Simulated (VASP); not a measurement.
# TiSi (Cmmm) in VASP: further runs

The runs below take TiSi through single point, with r2SCAN.

All numbers are computed with VASP 6.6.1; they aren't measurements. Logs are shortened: lines on timing, memory, paths and dates and some standing lists are left out, and cuts for length are marked.

### Step 1. The cell of the first run

Symmetry: Cmmm, No. 65, orthorhombic system. Conventional cell: a = 3.735 Å, b = 4.355 Å, c = 3.598 Å, α = 90.00°, β = 90.00°, γ = 90.00°. Ti (site symmetry mmm) has 8 Si at 2.59 to 2.82 Å and 4 Ti at 2.87 Å within 3.4 Å. Si (site symmetry mmm) has 8 Ti at 2.59 to 2.82 Å and 4 Si at 2.87 Å within 3.4 Å.

### Step 2. Single point, r2SCAN

POSCAR

```
TiSi
1.0
    1.8673646571     -2.1773065276      0.0000000000
    1.8673646571      2.1773065276      0.0000000000
    0.0000000000      0.0000000000      3.5982515793
Ti Si
1 1
Direct
    0.5000000000      0.5000000000      0.0000000000
    0.0000000000      0.0000000000      0.5000000000
```

INCAR.step1

```
PREC = Accurate
ENCUT = 520
ISMEAR = 0
SIGMA = 0.15
LREAL = F
LASPH = T
NELM = 100
NBANDS = 15
GGA = PE
ALGO = Normal
EDIFF = 1E-4
LWAVE = T
LCHARG = F
```

INCAR.step2

```
PREC = Accurate
ENCUT = 520
EDIFF = 1E-7
ISMEAR = 0
SIGMA = 0.15
LREAL = F
LASPH = T
NELM = 100
ALGO = Normal
ISIF = 2
LWAVE = F
LCHARG = F
METAGGA = R2SCAN
LMIXTAU = T
NBANDS = 15
ISTART = 1
```

KPOINTS

```
regular mesh
0
Gamma
  20 20 14
```

Potentials or basis: VASP PAW PBE potentials, release 64 (Ti_sv, Si).

Started as:

```sh
$ cat potpaw_PBE.64/Ti_sv/POTCAR potpaw_PBE.64/Si/POTCAR > POTCAR
$ cp INCAR.step1 INCAR
$ mpirun -np 1 vasp_std > vasp.out
$ cp INCAR.step2 INCAR
$ mpirun -np 1 vasp_std > vasp.out
```

OUTCAR:

```text
PREC = Accurate
   ENCUT = 520
   EDIFF = 1E-7
   ISMEAR = 0
   LREAL = F
   LASPH = T
   NELM = 100
   ISIF = 2
   METAGGA = R2SCAN
   ISTART = 1

 ion  position               nearest neighbor table
   1  0.500  0.500  0.000-   2 2.59   2 2.59   2 2.59   2 2.59   2 2.82   2 2.82   2 2.82   2 2.82

   2  0.000  0.000  0.500-   1 2.59   1 2.59   1 2.59   1 2.59   1 2.82   1 2.82   1 2.82   1 2.82

  LATTYP: Found a base centered orthorhombic cell.
 ALAT       =     3.7347293142
 B/A-ratio  =     1.1659782246
 C/A-ratio  =     0.9634571281

  Lattice vectors:

 A1 = (   1.8673646571,  -2.1773065276,   0.0000000000)
 A2 = (   1.8673646571,   2.1773065276,   0.0000000000)
 A3 = (   0.0000000000,   0.0000000000,   3.5982515793)

Analysis of symmetry for initial positions (statically):
=====================================================================
 Subroutine PRICEL returns:
 Original cell was already a primitive cell.

 Routine SETGRP: Setting up the symmetry group for a
 base centered orthorhombic supercell.

 Subroutine GETGRP returns: Found  8 space group operations
 (whereof  8 operations were pure point group operations)
 out of a pool of  8 trial point group operations.

The static configuration has the point symmetry D_2h.

Analysis of symmetry for dynamics (positions and initial velocities):
=====================================================================
 Subroutine PRICEL returns:
 Original cell was already a primitive cell.

 Routine SETGRP: Setting up the symmetry group for a
 base centered orthorhombic supercell.

 Subroutine GETGRP returns: Found  8 space group operations
 (whereof  8 operations were pure point group operations)
 out of a pool of  8 trial point group operations.

The dynamic configuration has the point symmetry D_2h.

 Subroutine INISYM returns: Found  8 space group operations
 (whereof  8 operations are pure point group operations),
 and found     1 'primitive' translations

----------------------------------------------------------------------------------------

                                     Primitive cell

  volume of cell :      29.2597

  direct lattice vectors                    reciprocal lattice vectors
     1.867364657 -2.177306528  0.000000000     0.267757022 -0.229641529  0.000000000
     1.867364657  2.177306528  0.000000000     0.267757022  0.229641529  0.000000000
     0.000000000  0.000000000  3.598251579     0.000000000  0.000000000  0.277912752

  length of vectors
     2.868399288  2.868399288  3.598251579     0.352745028  0.352745028  0.277912752

  position of ions in fractional coordinates (direct lattice)
     0.500000000  0.500000000  0.000000000
     0.000000000  0.000000000  0.500000000

  ion indices of the primitive-cell ions
   primitive index   ion index
                 1           1
                 2           2

----------------------------------------------------------------------------------------

 KPOINTS: regular mesh

Automatic generation of k-mesh.
 Grid dimensions read from file:
 generate k-points for:   20   20   14

 Generating k-lattice:

  Cartesian coordinates                     Fractional coordinates (reciprocal lattice)
     0.013387851 -0.011482076  0.000000000     0.050000000 -0.000000000  0.000000000
     0.013387851  0.011482076  0.000000000    -0.000000000  0.050000000  0.000000000
     0.000000000  0.000000000  0.019850911     0.000000000  0.000000000  0.071428571

  Length of vectors
     0.017637251  0.017637251  0.019850911

  Shift w.r.t. Gamma in fractional coordinates (k-lattice)
     0.000000000  0.000000000  0.000000000

 Subroutine IBZKPT returns following result:
 ===========================================

 Found    888 irreducible k-points:

 Following reciprocal coordinates:
            Coordinates               Weight
  0.000000  0.000000  0.000000      1.000000
  0.050000  0.000000  0.000000      4.000000
  0.100000  0.000000  0.000000      4.000000
  0.150000  0.000000  0.000000      4.000000
  0.200000  0.000000  0.000000      4.000000
  0.250000  0.000000  0.000000      4.000000
[... 16 lines left out ...]
 -0.400000  0.050000  0.000000      4.000000
 -0.350000  0.050000  0.000000      4.000000
 [... further k-points ...]
   k-points           NKPTS =    888   k-points in BZ     NKDIM =    888   number of bands    NBANDS=     15
   number of dos      NEDOS =    301   number of ions     NIONS =      2
   total plane-waves  NPLWV =  16128
   dimension x,y,z NGX =    24 NGY =   24 NGZ =   28
   dimension x,y,z NGXF=    48 NGYF=   48 NGZF=   56
   ions per type =               1   1
   NGX,Y,Z   is equivalent  to a cutoff of  13.91, 13.91, 12.94 a.u.
   NGXF,Y,Z  is equivalent  to a cutoff of  27.82, 27.82, 25.87 a.u.
 SYSTEM =  unknown system
   PREC   = accura    normal or accurate (medium, high low for compatibility)
   ISTART =      1    job   : 0-new  1-cont  2-samecut
   ICHARG =      0    charge: 1-file 2-atom 10-const
   ISPIN  =      1    spin polarized calculation?
   LNONCOLLINEAR =      F non collinear calculations
   LSORBIT =      F    spin-orbit coupling
   LASPH  =      T    aspherical Exc in radial PAW
   ENCUT  =  520.0 eV  38.22 Ry    6.18 a.u.   5.33  5.33  6.69*2*pi/ulx,y,z
   NELM   =    100;   NELMIN=  2; NELMDL=  0     # of ELM steps
   EDIFF  = 0.1E-06   stopping-criterion for ELM
   LREAL  =      F    real-space projection
   EDIFFG = 0.1E-05   stopping-criterion for IOM
   NSW    =      0    number of steps for IOM
   IBRION =     -1    ionic relax: 0-MD 1-quasi-New 2-CG
   NFREE  =      0    steps in history (QN), initial steepest desc. (CG)
   ISIF   =      2    stress and relaxation
   ISYM   =      2    0-nonsym 1-usesym 2-fastsym
   POTIM  = 0.5000    time-step for ionic-motion
   TEBEG  =    0.0;   TEEND  =   0.0 temperature during run
   PSTRESS=    0.0 pullay stress
   NELECT =      16.0000    total number of electrons
   NUPDOWN=      -1.0000    fix difference up-down
   EMIN   =  10.00;   EMAX   =-10.00  energy-range for DOS
   EFERMI =   0.00;   METHOD = LEGACY
   ISMEAR =     0;   SIGMA  =   0.15  broadening in eV -4-tet -1-fermi 0-gaus
   EFERMI_NEDOS =   21; number of points for ismear=-14 and -15
   IALGO  =     38    algorithm
   IMIX   =      4    mixing-type and parameters
     AMIX     =   0.40;   BMIX     =  1.00
     AMIX_MAG =   1.60;   BMIX_MAG =  1.00
  volume/ion in A,a.u.               =      14.63        98.73
  Fermi-wavevector in a.u.,A,eV,Ry     =   1.338725  2.529824 24.384157  1.792185
  Thomas-Fermi vector in A             =   2.467173
   LORBIT       =      0    0 simple, 1 ext, 2 COOP (PROOUT), +10 PAW based schemes
   METAGGA = R2SCAN    functional components
   LHFCALC =     F    Hartree Fock is set to
   AEXX    =    0.0000 exact exchange contribution
   IVDW    =     0    specifies the selected vdW correction
   LEPSILON=     F    determine dielectric tensor
   LRPA    =     F    only Hartree local field effects (RPA)
 non-spin polarized calculation
 Gauss-broadening in eV      SIGMA  =   0.15
  energy-cutoff  :      520.00
  volume of cell :       29.26
 maximum number of plane-waves:       811
 NGX is ok and might be reduce to    24

 number of electron      15.9999999 magnetization

 Free energy of the ion-electron system (eV)
  ---------------------------------------------------
  ext. energy  EPLUGINS =         0.00000000
  ---------------------------------------------------
  free energy    TOTEN  =       -22.72993915 eV

  energy without entropy =      -22.71604552  energy(sigma->0) =      -22.72299234

 E-fermi :  10.0983     XC(G=0): -12.5923

 val. band max:       10.0981274424   @ k =  -0.1000   0.0500   0.3571
 cond. band min:      10.0986556623   @ k =   0.1000   0.0000   0.3571
 fundamental gap:      0.0005282200
 Fermi energy:        10.0982778311

 k-point     1 :       0.0000    0.0000    0.0000
  band No.  band energies     occupation
      1     -48.9293      2.00000
      2     -24.2699      2.00000
      3     -23.9395      2.00000
      4     -23.8569      2.00000
      5      -2.1351      2.00000
      6       7.8534      2.00000
      7       8.8005      2.00000
      8       9.2651      2.00000
      9      11.7651      0.00000
     10      12.6431      0.00000
     11      13.0468      0.00000
     12      14.8000      0.00000
     13      15.6207      0.00000
     14      17.7880      0.00000
     15      19.0611      0.00000

 k-point     2 :       0.0500    0.0000    0.0000
  band No.  band energies     occupation
      1     -48.9279      2.00000
      2     -24.2685      2.00000
      3     -23.9450      2.00000
      4     -23.8624      2.00000
      5      -2.0845      2.00000
      6       7.8845      2.00000
      7       8.7895      2.00000
      8       9.1989      2.00000
      9      11.8409      0.00000
     10      12.6614      0.00000
     11      12.9640      0.00000
     12      14.6058      0.00000
     13      15.5635      0.00000
     14      17.7801      0.00000
     15      19.3326      0.00000

 k-point     3 :       0.1000    0.0000    0.0000
  band No.  band energies     occupation
      1     -48.9241      2.00000
      2     -24.2645      2.00000
      3     -23.9659      2.00000
      4     -23.8732      2.00000
      5      -1.9332      2.00000
      6       7.9673      2.00000
      7       8.7389      2.00000
      8       9.0247      2.00000
      9      12.0295      0.00000
     10      12.7322      0.00000
     11      12.7589      0.00000
     12      13.9924      0.00000
     13      15.6859      0.00000
     14      17.7419      0.00000
     15      19.8434      0.00000
[... 343 lines left out ...]
 k-point    23 :      -0.4000    0.0500    0.0000
  band No.  band energies     occupation
      1     -48.8789      2.00000
      2     -24.3173      2.00000
      3     -24.2173      2.00000
      4     -23.8787      2.00000
      5       0.7954      2.00000
      6       4.8141      2.00000
      7       7.8114      2.00000
      8       9.2725      2.00000
      9      11.4020      0.00000
     10      12.4244      0.00000
     11      13.7436      0.00000
     12      15.4416      0.00000
     13      16.2778      0.00000
     14      18.5343      0.00000
     15      19.1087      0.00000

 k-point    24 :      -0.3500    0.0500    0.0000
  band No.  band energies     occupation
      1     -48.8850      2.00000
      2     -24.2667      2.00000
      3     -24.2237      2.00000
      4     -23.8814      2.00000
      5       0.1543      2.00000
      6       5.7256      2.00000
      7       7.9663      2.00000
      8       9.1646      2.00000
      9      11.4364      0.00000
     10      12.3782      0.00000
     11      13.2978      0.00000
     12      14.8125      0.00000
     13      16.6739      0.00000
     14      18.1181      0.00000
     15      20.0191      0.00000

 [... further k-points ...]

------------------------ aborting loop because EDIFF is reached ----------------------------------------

  FORCE on cell =-STRESS in cart. coord.  units (eV):
  Direction    XX          YY          ZZ          XY          YZ          ZX
  --------------------------------------------------------------------------------------
  -------------------------------------------------------------------------------------
  Total       -0.6795434     -0.2569773      1.2458983      0.0000000      0.0000000      0.0000000
  in kB      -37.2098189    -14.0713303     68.2217667      0.0000000      0.0000000      0.0000000
  external PRESSURE =       5.6468725 kB  Pullay stress =       0.0000000 kB

 VOLUME and BASIS-vectors are now :
 -----------------------------------------------------------------------------
  energy-cutoff  :      520.00
  volume of cell :       29.26
      direct lattice vectors                 reciprocal lattice vectors
     1.867364657 -2.177306528  0.000000000     0.267757022 -0.229641529  0.000000000
     1.867364657  2.177306528  0.000000000     0.267757022  0.229641529  0.000000000
     0.000000000  0.000000000  3.598251579     0.000000000  0.000000000  0.277912752

 POSITION                                       TOTAL-FORCE (eV/Angst)
 -----------------------------------------------------------------------------------
      1.86736      0.00000      0.00000         0.000000     -0.000000      0.000000
      0.00000      0.00000      1.79913        -0.000000      0.000000      0.000000
 -----------------------------------------------------------------------------------
    total drift:                               -0.000000     -0.000000     -0.000000

  FREE ENERGIE OF THE ION-ELECTRON SYSTEM (eV)
  ---------------------------------------------------
  free  energy   TOTEN  =       -22.7299391544 eV

  energy  without entropy=      -22.7160455216  energy(sigma->0) =      -22.72299234
```

It took 29 min on 1 thread of Oxide Virtual Turin-like, shared host; peak memory 0.45 GiB.

Results:

```
Free energy            : -22.7299 eV
Pressure               : 0.6 GPa
Band gap on the k mesh : zero (band 8 reaches 10.81 eV, above the bottom of band 9 at 9.47 eV)
```

Caveat: the PAW data sets were made with another functional, which shifts forces and pressure a little.

### Step 3. Single point, r2SCAN

This run uses another cell than the first one, of the same volume but with other edges.

POSCAR

```
TiSi
1.0
    1.7593848538     -2.0514044282      0.0000000000
    1.7593848538      2.0514044282      0.0000000000
    0.0000000000      0.0000000000      4.0534805789
Ti Si
1 1
Direct
    0.5000000000      0.5000000000      0.0000000000
    0.0000000000      0.0000000000      0.5000000000
```

INCAR.step1, as its differences from that of step 2:

```diff
@@ -6,3 +6,3 @@
 LASPH = T
-NELM = 100
+NELM = 60
 NBANDS = 15
```

INCAR.step2, as its differences from that of step 2:

```diff
@@ -2,3 +2,3 @@
 ENCUT = 520
-EDIFF = 1E-7
+EDIFF = 1E-6
 ISMEAR = 0
@@ -7,3 +7,3 @@
 LASPH = T
-NELM = 100
+NELM = 60
 ALGO = Normal
```

KPOINTS

```
Automatic mesh
0
Gamma
  20 20 14
```

Potentials or basis: VASP PAW PBE potentials, release 64 (Ti_sv, Si).

Started as:

```sh
$ cat potpaw_PBE.64/Ti_sv/POTCAR potpaw_PBE.64/Si/POTCAR > POTCAR
$ cp INCAR.step1 INCAR
$ mpirun -np 1 vasp_std > vasp.out
$ cp INCAR.step2 INCAR
$ mpirun -np 1 vasp_std > vasp.out
```

Run time: 18 min. Hardware: 1 thread of Oxide Virtual Turin-like, shared host; peak memory 0.43 GiB.

Results (log left out):

* Free energy: -22.7196 eV
* Pressure: -2.9 GPa
* Band gap on the k mesh: zero (band 8 reaches 11.09 eV, above the bottom of band 9 at 9.16 eV)

Stress tensor (GPa, compression positive):
```
  1.79   0.00   0.00
  0.00  -0.17   0.00
  0.00   0.00 -10.46
```

Levels at points of the mesh, in eV from the Fermi level:
```
           k point  band 6  band 7  band 8  band 9  band 10  band 11
(0.00, 0.00, 0.00)   -2.99   -2.88   -1.30    2.08     2.78     3.57
(0.50, 0.00, 0.00)   -6.87   -3.46   -0.99    2.29     2.78     4.42
(0.50, 0.50, 0.00)   -4.06   -1.48   -1.18   -1.10    -0.31     2.83
(0.00, 0.00, 0.50)   -7.09   -1.12   -0.13    1.35     2.34     3.63
(0.50, 0.00, 0.50)   -5.65   -2.77   -1.90    1.00     2.38     2.47
(0.50, 0.50, 0.50)   -3.86   -3.24   -2.88    2.09     2.61     2.80
```

Caveat: the PAW data sets were made with another functional, which shifts forces and pressure a little.
